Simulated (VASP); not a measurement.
# HgPt (P4/mmm) in VASP: further runs, part 2 of 2

VASP 6.6.1.

## (4) Electric field gradients, LDA (16.21 Å³/atom)

This run uses another cell than the first one, of 16.21 Å³/atom.

INCAR

```
SYSTEM = HgPt
ALGO = Normal
EDIFF = 1E-8
ENCUT = 520
GGA = CA
ISIF = 2
ISMEAR = -1
LASPH = .True.
LCHARG = .False.
LEFG = .True.
LREAL = .False.
LWAVE = .False.
NBANDS = 18
NELM = 80
PREC = Accurate
SIGMA = 0.03
```

KPOINTS

```
k-points
0
Gamma
  12 12 10
  0 0 0
```

POSCAR

```
HgPt
1.0
    2.9308464291      0.0000000000      0.0000000000
    0.0000000000      2.9308464291      0.0000000000
    0.0000000000      0.0000000000      3.7733044737
Hg Pt
1 1
Direct
    0.0000000000      0.0000000000      0.0000000000
    0.5000000000      0.5000000000      0.5000000000
```

Potentials or basis: VASP PAW LDA potentials, release 64 (Hg, Pt).

Launch:

```bash
> cat potpaw_LDA.64/Hg/POTCAR potpaw_LDA.64/Pt/POTCAR > POTCAR
> mpirun -np 1 vasp_std > vasp.out
```

OUTCAR:

```text
SYSTEM = HgPt
   EDIFF = 1E-8
   ENCUT = 520
   GGA = CA
   ISIF = 2
   ISMEAR = -1
   LASPH = .True.
   LREAL = .False.
   NELM = 80
   PREC = Accurate

 ion  position               nearest neighbor table
   1  0.000  0.000  0.000-   2 2.80   2 2.80   2 2.80   2 2.80   2 2.80   2 2.80   2 2.80   2 2.80

   2  0.500  0.500  0.500-   1 2.80   1 2.80   1 2.80   1 2.80   1 2.80   1 2.80   1 2.80   1 2.80

  LATTYP: Found a simple tetragonal cell.
 ALAT       =     2.9308464291
 C/A-ratio  =     1.2874453046

  Lattice vectors:

 A1 = (   2.9308464291,   0.0000000000,   0.0000000000)
[... 718 lines left out ...]
  free  energy   TOTEN  =        -8.4919124479 eV

  energy  without entropy=       -8.4901938920  energy(sigma->0) =       -8.49105317

 Electric field gradients (V/A^2)
---------------------------------------------------------------------
 ion       V_xx      V_yy      V_zz      V_xy      V_xz      V_yz
---------------------------------------------------------------------
   1      54.739    54.739  -109.479     0.000    -0.000     0.000
   2     -50.649   -50.649   101.298    -0.000     0.000     0.000
---------------------------------------------------------------------

 Electric field gradients after diagonalization (V/A^2)
 (convention: |V_zz| > |V_xx| > |V_yy|)
----------------------------------------------------------------------
 ion       V_xx      V_yy      V_zz     asymmetry (V_yy - V_xx)/ V_zz
----------------------------------------------------------------------
   1      54.739    54.739  -109.479       0.000
   2     -50.649   -50.649   101.298       0.000
----------------------------------------------------------------------

           NMR quadrupolar parameters

 Cq : quadrupolar parameter    Cq=e*Q*V_zz/h
 eta: asymmetry parameters     (V_yy - V_xx)/ V_zz
 Q  : nuclear electric quadrupole moment in mb (millibarn)
----------------------------------------------------------------------
 ion       Cq(MHz)       eta       Q (mb)
----------------------------------------------------------------------
   1      -0.265       0.000       1.000
   2       0.245       0.000       1.000
----------------------------------------------------------------------
```

OSZICAR:

```text
N       E                     dE             d eps       ncg     rms          rms(c)
DAV:   1     0.148871871795E+03    0.14887E+03   -0.11982E+04  6264   0.122E+03
DAV:   2    -0.565409805297E+01   -0.15453E+03   -0.14678E+03  6316   0.298E+02
DAV:   3    -0.886954000064E+01   -0.32154E+01   -0.32020E+01  7042   0.473E+01
DAV:   4    -0.888189836374E+01   -0.12358E-01   -0.12356E-01  6620   0.272E+00
DAV:   5    -0.888200803226E+01   -0.10967E-03   -0.10967E-03  6748   0.287E-01    0.159E+01
DAV:   6    -0.855513097973E+01    0.32688E+00   -0.43531E-01  7076   0.105E+01    0.105E+01
DAV:   7    -0.849955823482E+01    0.55573E-01   -0.22105E-01  6584   0.400E+00    0.203E+00
DAV:   8    -0.849265655586E+01    0.69017E-02   -0.32868E-02  6420   0.153E+00    0.635E-01
DAV:   9    -0.849193476156E+01    0.72179E-03   -0.28790E-03  6510   0.805E-01    0.145E-01
DAV:  10    -0.849191670662E+01    0.18055E-04   -0.12477E-04  6602   0.909E-02    0.565E-02
DAV:  11    -0.849191250633E+01    0.42003E-05   -0.12054E-05  6628   0.319E-02    0.463E-03
DAV:  12    -0.849191245927E+01    0.47063E-07   -0.96464E-07  6680   0.126E-02    0.651E-03
DAV:  13    -0.849191244802E+01    0.11250E-07   -0.82069E-08  6886   0.417E-03    0.314E-04
DAV:  14    -0.849191244786E+01    0.15643E-09   -0.50137E-09  3314   0.773E-04
   1 F= -.84919124E+01 E0= -.84910532E+01  d E =-.171856E-02
```

stdout:

```text
POSCAR found type information on POSCAR HgPt
 POSCAR found :  2 types and       2 ions
 scaLAPACK will be used
 LDA part: xc-table for (Slater(with rela. corr.)+CA(PZ))
 , standard interpolation
 POSCAR, INCAR and KPOINTS ok, starting setup
 FFT: planning ... GRIDC
 FFT: planning ... GRID_SOFT
 FFT: planning ... GRID
 WAVECAR not read
 entering main loop
ion   1

ion   2
```

Run time: 95 s. Hardware: 1 thread of Oxide Virtual Turin-like, shared host; peak memory 0.18 GiB.

What came out:

| Item | Value |
| --- | --- |
| Free energy | -8.4919 eV |
| Pressure | 9.4 GPa |
| Band gap on the k mesh | zero (bands 11 and 12 overlap by 3.99 eV) |
| Largest electric field gradient by atom | Hg -109.5; Pt +101.3 V/Å² |

Stress tensor (GPa, compression positive):
```
 9.02  0.00  0.00
 0.00  9.02  0.00
 0.00  0.00 10.12
```

Levels at points of the mesh, in eV from the Fermi level:
| k point | band 8 | band 9 | band 10 | band 11 | band 12 | band 13 | band 14 | band 15 |
| --- | --- | --- | --- | --- | --- | --- | --- | --- |
| (0.00, 0.00, 0.00) | -3.14 | -1.20 | -1.20 | -0.93 | 1.49 | 7.18 | 8.48 | 8.48 |
| (0.50, 0.00, 0.00) | -4.15 | -3.56 | -2.57 | -1.84 | 0.86 | 9.07 | 10.22 | 10.60 |
| (0.50, 0.50, 0.00) | -1.54 | -1.50 | -0.33 | -0.33 | -0.01 | 4.40 | 5.61 | 9.51 |
| (0.00, 0.00, 0.50) | -4.74 | -2.51 | -2.40 | -2.40 | -1.13 | 14.04 | 14.04 | 14.45 |
| (0.50, 0.00, 0.50) | -2.12 | -1.59 | -1.42 | -1.20 | -1.08 | 2.92 | 3.39 | 13.44 |
| (0.50, 0.50, 0.50) | -4.79 | -1.77 | 0.00 | 1.81 | 5.36 | 6.16 | 6.16 | 6.26 |

Electric field gradients, principal values (V/Å²):
| atom | least | middle | greatest (by size) |
| --- | --- | --- | --- |
| 1 Hg | 54.739 | 54.739 | -109.479 |
| 2 Pt | -50.649 | -50.649 | 101.298 |

Caveat: the cell stands under pressure; without QUAD_EFG the Cq values of the log hold for a quadrupole moment of 1 mb, not for the nuclei; spin-orbit coupling is left out, which moves the levels of the heavy elements.
